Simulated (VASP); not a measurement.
# BaTiO3 (R-3m) in VASP: a series of runs

Runs on BaTiO3. Level: r2SCAN+U. Tasks: single point.

All numbers are computed with VASP 6.6.1; they aren't measurements. Logs are shortened: lines on timing, memory, paths and dates and some standing lists are left out, and cuts for length are marked.

### 1 The cell of the first run

It takes space group R-3m (No. 166, trigonal). Conventional cell: a = 5.418 Å, b = 5.418 Å, c = 6.649 Å, α = 90.00°, β = 90.00°, γ = 120.00°. Ba (site symmetry -3m) has 12 O at 2.71 Å and 8 Ti at 3.32 Å within 3.6 Å. Within 2.5 Å of Ti (site symmetry -3m) lie 6 O at 1.92 Å. Within 2.5 Å of O (site symmetry 2/m) lie 2 Ti at 1.92 Å.

### 2 Single point, r2SCAN+U (equal strain along all axes, cell held: -4.5 %, then relaxed in part)

File POSCAR:

```
BaTiO3
1.0
    2.7091988951      1.5641567114      2.2164741151
   -2.7091988951      1.5641567114      2.2164741151
    0.0000000000     -3.1283134228      2.2164741150
Ba Ti O
1 1 3
Direct
   -0.0057724704     -0.0057724704     -0.0057724704
    0.4942261982      0.4942261982      0.4942261982
    0.4942132635      0.9942207452      0.4942132635
    0.4942132635      0.4942132635      0.9942207452
    0.9942207452      0.4942132635      0.4942132635
```

File INCAR.step1:

```
SYSTEM = BaTiO3
  ALGO = Normal
  EDIFF = 1E-4
  ENCUT = 520
  GGA = PE
  ISMEAR = 0
  LASPH = .True.
  LCHARG = .False.
  LDAU = .True.
  LDAUJ = 0 0 0
  LDAUL = -1 2 -1
  LDAUTYPE = 2
  LDAUU = 0 4 0
  LMAXMIX = 4
  LREAL = .False.
  LWAVE = .True.
  NBANDS = 28
  NELM = 150
  PREC = Accurate
  SIGMA = 0.02
```

File INCAR.step2:

```
SYSTEM = BaTiO3
  ALGO = Normal
  EDIFF = 1E-6
  ENCUT = 520
  ISIF = 2
  ISMEAR = 0
  ISTART = 1
  LASPH = .True.
  LCHARG = .False.
  LDAU = .True.
  LDAUJ = 0 0 0
  LDAUL = -1 2 -1
  LDAUPRINT = 1
  LDAUTYPE = 2
  LDAUU = 0 4 0
  LMAXMIX = 4
  LMIXTAU = .True.
  LREAL = .False.
  LWAVE = .False.
  METAGGA = R2SCAN
  NBANDS = 28
  NELM = 150
  PREC = Accurate
  SIGMA = 0.02
```

File KPOINTS:

```
k-points
0
Gamma
  6 6 6
  0 0 0
```

Potentials or basis: VASP PAW PBE potentials, release 64 (Ba_sv, Ti_sv, O).

Command:

```console
$ cat potpaw_PBE.64/Ba_sv/POTCAR potpaw_PBE.64/Ti_sv/POTCAR potpaw_PBE.64/O/POTCAR > POTCAR
$ cp INCAR.step1 INCAR
$ mpirun -np 1 vasp_std > vasp.out
$ cp INCAR.step2 INCAR
$ mpirun -np 1 vasp_std > vasp.out
```

OUTCAR:

```text
SYSTEM = BaTiO3
   EDIFF = 1E-6
   ENCUT = 520
   ISIF = 2
   ISMEAR = 0
   ISTART = 1
   LASPH = .True.
   LREAL = .False.
   METAGGA = R2SCAN
   NELM = 150
   PREC = Accurate

 ion  position               nearest neighbor table
   1  0.994  0.994  0.994-   4 2.71   4 2.71   3 2.71   5 2.71   3 2.71   5 2.71   3 2.71   5 2.71
                             4 2.71   5 2.71   3 2.71   4 2.71   2 3.32   2 3.32   2 3.32   2 3.32
   2  0.494  0.494  0.494-   4 1.92   3 1.92   5 1.92   4 1.92   3 1.92   5 1.92   1 3.32   1 3.32
                             1 3.32   1 3.32   1 3.32   1 3.32   1 3.32   1 3.32
   3  0.494  0.994  0.494-   2 1.92   2 1.92   1 2.71   1 2.71   1 2.71   1 2.71
   4  0.494  0.494  0.994-   2 1.92   2 1.92   1 2.71   1 2.71   1 2.71   1 2.71
   5  0.994  0.494  0.494-   2 1.92   2 1.92   1 2.71   1 2.71   1 2.71   1 2.71

  LATTYP: Found a trigonal (rhomboedric) cell.
 ALAT       =     3.8339408412
 COS(alpha) =     0.0013323989

  Lattice vectors:

 A1 = (   2.7091988951,   1.5641567114,   2.2164741151)
 A2 = (  -2.7091988951,   1.5641567114,   2.2164741151)
 A3 = (   0.0000000000,  -3.1283134228,   2.2164741150)

Analysis of symmetry for initial positions (statically):
=====================================================================
 Subroutine PRICEL returns:
 Original cell was already a primitive cell.

 Routine SETGRP: Setting up the symmetry group for a
 trigonal (rhombohedral) supercell.

 Subroutine GETGRP returns: Found  6 space group operations
 (whereof  6 operations were pure point group operations)
 out of a pool of 12 trial point group operations.

The static configuration has the point symmetry C_3v.

Analysis of symmetry for dynamics (positions and initial velocities):
=====================================================================
 Subroutine PRICEL returns:
 Original cell was already a primitive cell.

 Routine SETGRP: Setting up the symmetry group for a
 trigonal (rhombohedral) supercell.

 Subroutine GETGRP returns: Found  6 space group operations
 (whereof  6 operations were pure point group operations)
 out of a pool of 12 trial point group operations.

The dynamic configuration has the point symmetry C_3v.

 Subroutine INISYM returns: Found  6 space group operations
 (whereof  6 operations are pure point group operations),
 and found     1 'primitive' translations

----------------------------------------------------------------------------------------

                                     Primitive cell

  volume of cell :      56.3553

  direct lattice vectors                    reciprocal lattice vectors
     2.709198895  1.564156711  2.216474115     0.184556402  0.106553688  0.150389003
    -2.709198895  1.564156711  2.216474115    -0.184556402  0.106553688  0.150389003
     0.000000000 -3.128313423  2.216474115     0.000000000 -0.213107377  0.150389003

  length of vectors
     3.833940841  3.833940841  3.833940841     0.260828692  0.260828692  0.260828692

  position of ions in fractional coordinates (direct lattice)
     0.994227530  0.994227530  0.994227530
     0.494226198  0.494226198  0.494226198
     0.494213264  0.994220745  0.494213264
     0.494213264  0.494213264  0.994220745
     0.994220745  0.494213264  0.494213264

  ion indices of the primitive-cell ions
   primitive index   ion index
                 1           1
                 2           2
                 3           3
                 4           4
                 5           5

----------------------------------------------------------------------------------------

 KPOINTS: k-points

Automatic generation of k-mesh.
 Grid dimensions read from file:
 generate k-points for:    6    6    6

 Generating k-lattice:

  Cartesian coordinates                     Fractional coordinates (reciprocal lattice)
     0.030759400  0.017758948  0.025064834     0.166666667  0.000000000  0.000000000
    -0.030759400  0.017758948  0.025064834     0.000000000  0.166666667  0.000000000
     0.000000000 -0.035517896  0.025064834     0.000000000  0.000000000  0.166666667

  Length of vectors
     0.043471449  0.043471449  0.043471449

  Shift w.r.t. Gamma in fractional coordinates (k-lattice)
     0.000000000  0.000000000  0.000000000

 Subroutine IBZKPT returns following result:
 ===========================================

 Found     32 irreducible k-points:

 Following reciprocal coordinates:
            Coordinates               Weight
  0.000000  0.000000  0.000000      1.000000
  0.166667 -0.000000 -0.000000      6.000000
  0.333333 -0.000000  0.000000      6.000000
  0.500000 -0.000000  0.000000      3.000000
  0.166667  0.166667 -0.000000      6.000000
  0.333333  0.166667  0.000000     12.000000
[... 16 lines left out ...]
  0.500000  0.500000  0.166667      6.000000
 -0.333333  0.500000  0.166667     12.000000
 [... further k-points ...]
[... 84 lines left out ...]
  o =  0.1028  v =  0.0000  0.0000  0.0000  0.0000  0.0000  0.0000 -0.0000 -1.0000  0.0000  0.0000      0.0000  0.0000  0.0000  0.0000  0.0000  0.0000  0.0000  0.0000  0.0000  0.0000
  o =  0.1028  v =  0.0000  0.0000  0.0000  0.0000  0.0000 -0.8170  0.0000  0.0000  0.5767 -0.0000      0.0000  0.0000  0.0000  0.0000  0.0000  0.0000  0.0000  0.0000  0.0000  0.0000
  o =  0.1028  v = -0.8170  0.0000  0.0000  0.5767 -0.0000  0.0000  0.0000  0.0000  0.0000  0.0000      0.0000  0.0000  0.0000  0.0000  0.0000  0.0000  0.0000  0.0000  0.0000  0.0000
  o =  0.1028  v =  0.0000  0.0000  0.0000  0.0000  0.0000  0.0000  0.5767 -0.0000  0.0000 -0.8170      0.0000  0.0000  0.0000  0.0000  0.0000  0.0000  0.0000  0.0000  0.0000  0.0000
  o =  0.1028  v =  0.0000  0.5767 -0.0000  0.0000 -0.8170  0.0000  0.0000  0.0000  0.0000  0.0000      0.0000  0.0000  0.0000  0.0000  0.0000  0.0000  0.0000  0.0000  0.0000  0.0000
  o =  0.2647  v =  0.0000 -0.8170 -0.0000  0.0000 -0.5767  0.0000  0.0000  0.0000  0.0000  0.0000      0.0000  0.0000  0.0000  0.0000  0.0000  0.0000  0.0000  0.0000  0.0000  0.0000
  o =  0.2647  v =  0.0000  0.0000  0.0000  0.0000  0.0000  0.0000 -0.8170 -0.0000  0.0000 -0.5767      0.0000  0.0000  0.0000  0.0000  0.0000  0.0000  0.0000  0.0000  0.0000  0.0000
  o =  0.2647  v = -0.5767  0.0000 -0.0000 -0.8170  0.0000  0.0000  0.0000  0.0000  0.0000  0.0000      0.0000  0.0000  0.0000  0.0000  0.0000  0.0000  0.0000  0.0000  0.0000  0.0000
  o =  0.2647  v =  0.0000  0.0000  0.0000  0.0000  0.0000 -0.5767  0.0000 -0.0000 -0.8170  0.0000      0.0000  0.0000  0.0000  0.0000  0.0000  0.0000  0.0000  0.0000  0.0000  0.0000

 number of electron      39.9999983 magnetization

 Free energy of the ion-electron system (eV)
  ---------------------------------------------------
  ext. energy  EPLUGINS =         0.00000000
  ---------------------------------------------------
  free energy    TOTEN  =       -70.73551514 eV

  energy without entropy =      -70.73551514  energy(sigma->0) =      -70.73551514

 E-fermi :   4.9303     XC(G=0): -12.6735

 val. band max:        4.7209718013   @ k =   0.5000   0.5000   0.5000
 cond. band min:       7.7193177181   @ k =   0.0000   0.0000   0.0000
 fundamental gap:      2.9983459168
 Fermi energy:         4.9303162584

 k-point     1 :       0.0000    0.0000    0.0000
  band No.  band energies     occupation
      1     -54.4999      2.00000
      2     -29.7006      2.00000
      3     -29.7006      2.00000
      4     -29.6987      2.00000
      5     -20.5411      2.00000
      6     -13.4292      2.00000
[... 20 lines left out ...]
     27      10.5063      0.00000
     28      14.6136      0.00000

 k-point     2 :       0.1667   -0.0000   -0.0000
  band No.  band energies     occupation
      1     -54.4993      2.00000
      2     -29.7247      2.00000
      3     -29.6996      2.00000
      4     -29.6983      2.00000
      5     -20.4779      2.00000
      6     -13.5167      2.00000
[... 20 lines left out ...]
     27      11.1694      0.00000
     28      14.5720      0.00000

 k-point     3 :       0.3333   -0.0000    0.0000
  band No.  band energies     occupation
      1     -54.4983      2.00000
      2     -29.7737      2.00000
      3     -29.6977      2.00000
      4     -29.6965      2.00000
      5     -20.3455      2.00000
      6     -13.8160      2.00000
[... 616 lines left out ...]
      3     -29.7894      2.00000
      4     -29.7163      2.00000
      5     -20.0983      2.00000
      6     -13.0722      2.00000
[... 20 lines left out ...]
     27      14.6855      0.00000
     28      15.2150      0.00000

 k-point    24 :      -0.3333    0.5000    0.1667
  band No.  band energies     occupation
      1     -54.4956      2.00000
      2     -29.7914      2.00000
      3     -29.7665      2.00000
      4     -29.7172      2.00000
      5     -20.1346      2.00000
      6     -13.2838      2.00000
[... 20 lines left out ...]
     27      14.2797      0.00000
     28      14.8679      0.00000

 [... further k-points ...]
[... 5 lines left out ...]
  --------------------------------------------------------------------------------------
  -------------------------------------------------------------------------------------
  Total       13.1508222     13.1508222     12.9090153      0.0000000      0.0000000      0.0000000
  in kB      373.8767185    373.8767185    367.0021683      0.0000000      0.0000000      0.0000000
  external PRESSURE =     371.5852018 kB  Pullay stress =       0.0000000 kB

 VOLUME and BASIS-vectors are now :
 -----------------------------------------------------------------------------
  energy-cutoff  :      520.00
  volume of cell :       56.36
      direct lattice vectors                 reciprocal lattice vectors
     2.709198895  1.564156711  2.216474115     0.184556402  0.106553688  0.150389003
    -2.709198895  1.564156711  2.216474115    -0.184556402  0.106553688  0.150389003
     0.000000000 -3.128313423  2.216474115     0.000000000 -0.213107377  0.150389003

 POSITION                                       TOTAL-FORCE (eV/Angst)
 -----------------------------------------------------------------------------------
      0.00000      0.00000      6.61104         0.000000     -0.000000     -0.008500
      0.00000      0.00000      3.28632         0.000000     -0.000000      0.012007
     -1.35462      0.78209      4.39449        -0.005228      0.003018     -0.001169
      0.00000     -1.56418      4.39449         0.000000     -0.006037     -0.001169
      1.35462      0.78209      4.39449         0.005228      0.003018     -0.001169
 -----------------------------------------------------------------------------------
    total drift:                                0.000000      0.000004      0.030797

  FREE ENERGIE OF THE ION-ELECTRON SYSTEM (eV)
  ---------------------------------------------------
  free  energy   TOTEN  =       -70.7355151448 eV

  energy  without entropy=      -70.7355151448  energy(sigma->0) =      -70.73551514
```

It took 2.7 min on 1 thread of AMD EPYC 7R13 (Zen 3), shared host; peak memory 0.17 GiB.

Results:

| Item | Value |
| --- | --- |
| Free energy | -70.7355 eV |
| Pressure | 37.2 GPa |
| Largest force | 0.012 eV/Å |
| Band gap on the k mesh | 3.00 eV (least direct gap 3.04 eV) |

Forces on the atoms (eV/Å):
```
Ba   0.000  0.000 -0.009
Ti   0.000  0.000  0.012
O   -0.005  0.003 -0.001
O    0.000 -0.006 -0.001
O    0.005  0.003 -0.001
```

Eigenvalues of the final occupation matrices:
```tsv
site	spin	trace	eigenvalues
site 2 d	1	0.84	0.10 0.10 0.10 0.26 0.26
site 2 d	2	0.84	0.10 0.10 0.10 0.26 0.26
```

Caveat: the cell differs from its parent crystal (equal strain along all axes, cell held: -4.5 %, then relaxed in part); the cell stands under pressure; the PAW data sets were made with another functional, which shifts forces and pressure a little; spin-orbit coupling is left out, which moves the levels of the heavy elements. A k mesh can miss the band edges.

### 3 Single point, r2SCAN+U (equal strain along all axes, cell held: -3.0 %, then relaxed in part)

Edit POSCAR of step 2 so:

```diff
@@ -2,5 +2,5 @@
 1.0
-    2.7091988951      1.5641567114      2.2164741151
-   -2.7091988951      1.5641567114      2.2164741151
-    0.0000000000     -3.1283134228      2.2164741150
+    2.7517517574      1.5887246178      2.2512878446
+   -2.7517517574      1.5887246178      2.2512878446
+    0.0000000000     -3.1774492357      2.2512878446
 Ba Ti O
```

File INCAR.step1:

```
ALGO = Normal
EDIFF = 1E-4
ENCUT = 520
GGA = PE
ISMEAR = 0
LASPH = True
LCHARG = False
LDAU = True
LDAUJ = 0 0 0
LDAUL = -1 2 -1
LDAUTYPE = 2
LDAUU = 0 4 0
LMAXMIX = 4
LREAL = False
LWAVE = True
NBANDS = 28
NELM = 150
PREC = Accurate
SIGMA = 0.02
```

File INCAR.step2:

```
ALGO = Normal
EDIFF = 1E-6
ENCUT = 520
ISIF = 2
ISMEAR = 0
ISTART = 1
LASPH = True
LCHARG = True
LDAU = True
LDAUJ = 0 0 0
LDAUL = -1 2 -1
LDAUPRINT = 1
LDAUTYPE = 2
LDAUU = 0 4 0
LELF = True
LMAXMIX = 4
LMIXTAU = True
LREAL = False
LVHAR = True
LWAVE = False
METAGGA = R2SCAN
NBANDS = 28
NELM = 150
PREC = Accurate
SIGMA = 0.02
```

File KPOINTS:

```
k-points
0
Gamma
  6 6 6
```

Potentials or basis: VASP PAW PBE potentials, release 64 (Ba_sv, Ti_sv, O).

Command:

```console
$ cat potpaw_PBE.64/Ba_sv/POTCAR potpaw_PBE.64/Ti_sv/POTCAR potpaw_PBE.64/O/POTCAR > POTCAR
$ cp INCAR.step1 INCAR
$ mpirun -np 1 vasp_std > vasp.out
$ cp INCAR.step2 INCAR
$ mpirun -np 1 vasp_std > vasp.out
```

It took 3.1 min on 1 thread of AMD EPYC 7R13 (Zen 3), shared host; peak memory 0.18 GiB.

It converged, with:

```yaml
Free_energy: -71.2432 eV
Pressure: 23.1 GPa
Largest_force: 0.007 eV/Å
Band_gap_on_the_k_mesh: 2.88 eV (least direct gap 2.98 eV)
```

Forces on the atoms (eV/Å):
```
Ba   0.000  0.000 -0.006
Ti   0.000  0.000  0.007
O   -0.003  0.002  0.000
O    0.000 -0.004  0.000
O    0.003  0.002  0.000
```

Stress tensor (GPa, compression positive):
```
23.36  0.00  0.00
 0.00 23.36  0.00
 0.00  0.00 22.73
```

Levels at points of the mesh, in eV from the valence-band top:
| k point | band 16 | band 17 | band 18 | band 19 | band 20 | band 21 | band 22 | band 23 | band 24 | band 25 |
| --- | --- | --- | --- | --- | --- | --- | --- | --- | --- | --- |
| (0.00, 0.00, 0.00) | -1.28 | -1.28 | -0.12 | -0.10 | -0.10 | 2.88 | 2.88 | 2.89 | 4.83 | 4.83 |
| (0.50, 0.00, 0.00) | -2.07 | -1.83 | -1.82 | -0.82 | -0.81 | 3.11 | 4.84 | 4.84 | 4.86 | 7.14 |
| (0.50, 0.50, 0.00) | -2.91 | -1.89 | -0.84 | -0.84 | -0.10 | 4.86 | 4.86 | 5.35 | 5.84 | 8.98 |
| (0.50, 0.50, 0.50) | -2.24 | -2.24 | 0.00 | 0.00 | 0.00 | 5.65 | 5.65 | 5.66 | 7.74 | 7.74 |

Eigenvalues of the final occupation matrices:
```csv
site,spin,trace,eigenvalues
site 2 d,1,0.80,0.10 0.10 0.10 0.25 0.25
site 2 d,2,0.80,0.10 0.10 0.10 0.25 0.25
```

Caveat: the cell differs from its parent crystal (equal strain along all axes, cell held: -3.0 %, then relaxed in part); the cell stands under pressure; the PAW data sets were made with another functional, which shifts forces and pressure a little; spin-orbit coupling is left out, which moves the levels of the heavy elements. A k mesh can miss the band edges.

### 4 Single point, r2SCAN+U

This run uses another cell than the first one, of 11.81 Å³/atom.

POSCAR is that of step 3.

File INCAR.step1:

```
SYSTEM = BaTiO3
PREC     = Accurate       ! precision mode
ENCUT    = 520            ! plane-wave cutoff, eV
ISMEAR   = 0              ! smearing method
SIGMA    = 0.02           ! smearing width, eV
LREAL    = .FALSE.        ! projectors in reciprocal space
LASPH    = .TRUE.         ! aspherical terms in the spheres
NELM     = 150            ! most SCF steps
LMAXMIX  = 4              ! l up to which the mixer works
LDAU     = .TRUE.         ! DFT+U
LDAUTYPE = 2            
LDAUL    = -1 2 -1        ! shell
LDAUU    = 0 4 0          ! U, eV
LDAUJ    = 0 0 0        
NBANDS   = 28             ! bands
GGA      = PE             ! functional
ALGO     = Normal         ! electronic algorithm
EDIFF    = 1E-4           ! SCF threshold, eV
LWAVE    = .TRUE.         ! write WAVECAR
LCHARG   = .FALSE.        ! write CHGCAR
```

File INCAR.step2:

```
SYSTEM = BaTiO3
PREC     = Accurate       ! precision mode
ENCUT    = 520            ! plane-wave cutoff, eV
EDIFF    = 1E-7           ! SCF threshold, eV
ISMEAR   = 0              ! smearing method
SIGMA    = 0.02           ! smearing width, eV
LREAL    = .FALSE.        ! projectors in reciprocal space
LASPH    = .TRUE.         ! aspherical terms in the spheres
NELM     = 150            ! most SCF steps
ALGO     = Normal         ! electronic algorithm
ISIF     = 2              ! what is computed and relaxed
LWAVE    = .FALSE.        ! write WAVECAR
LCHARG   = .FALSE.        ! write CHGCAR
LMAXMIX  = 4              ! l up to which the mixer works
LDAU     = .TRUE.         ! DFT+U
LDAUTYPE = 2            
LDAUL    = -1 2 -1        ! shell
LDAUU    = 0 4 0          ! U, eV
LDAUJ    = 0 0 0        
LDAUPRINT= 1            
METAGGA  = R2SCAN         ! meta-GGA
LMIXTAU  = .TRUE.       
NBANDS   = 28             ! bands
ISTART   = 1
```

File KPOINTS:

```
Automatic mesh
0
G
  6 6 6
  0 0 0
```

Command:

```console
$ cat potpaw_PBE.64/Ba_sv/POTCAR potpaw_PBE.64/Ti_sv/POTCAR potpaw_PBE.64/O/POTCAR > POTCAR
$ cp INCAR.step1 INCAR
$ mpirun -np 1 vasp_std > vasp.out
$ cp INCAR.step2 INCAR
$ mpirun -np 1 vasp_std > vasp.out
```

Wall time 3 min (1 thread of AMD EPYC 7R13 (Zen 3), shared host); peak memory 0.18 GiB.

It converged, with:

```yaml
Free_energy: -71.2432 eV
Pressure: 23.1 GPa
Largest_force: 0.007 eV/Å
Band_gap_on_the_k_mesh: 2.88 eV (least direct gap 2.98 eV)
```

Forces in eV/Å, atoms in the order of the input:
```
Ba   0.000  0.000 -0.006
Ti   0.000  0.000  0.007
O   -0.003  0.002  0.000
O    0.000 -0.004  0.000
O    0.003  0.002  0.000
```

Stress tensor (GPa, compression positive):
```
23.36  0.00  0.00
 0.00 23.36  0.00
 0.00  0.00 22.72
```

Levels at points of the mesh, in eV from the valence-band top:
```
           k point  band 18  band 19  band 20  band 21  band 22  band 23
(0.00, 0.00, 0.00)    -0.12    -0.10    -0.10     2.88     2.88     2.89
(0.50, 0.00, 0.00)    -1.82    -0.82    -0.81     3.11     4.84     4.84
(0.50, 0.50, 0.00)    -0.84    -0.84    -0.10     4.86     4.86     5.35
(0.50, 0.50, 0.50)     0.00     0.00     0.00     5.65     5.65     5.66
```

Eigenvalues of the final occupation matrices:
```
    site  spin  trace               eigenvalues
site 2 d     1   0.80  0.10 0.10 0.10 0.25 0.25
site 2 d     2   0.80  0.10 0.10 0.10 0.25 0.25
```

Caveat: the cell stands under pressure; the PAW data sets were made with another functional, which shifts forces and pressure a little; spin-orbit coupling is left out, which moves the levels of the heavy elements. A k mesh can miss the band edges.
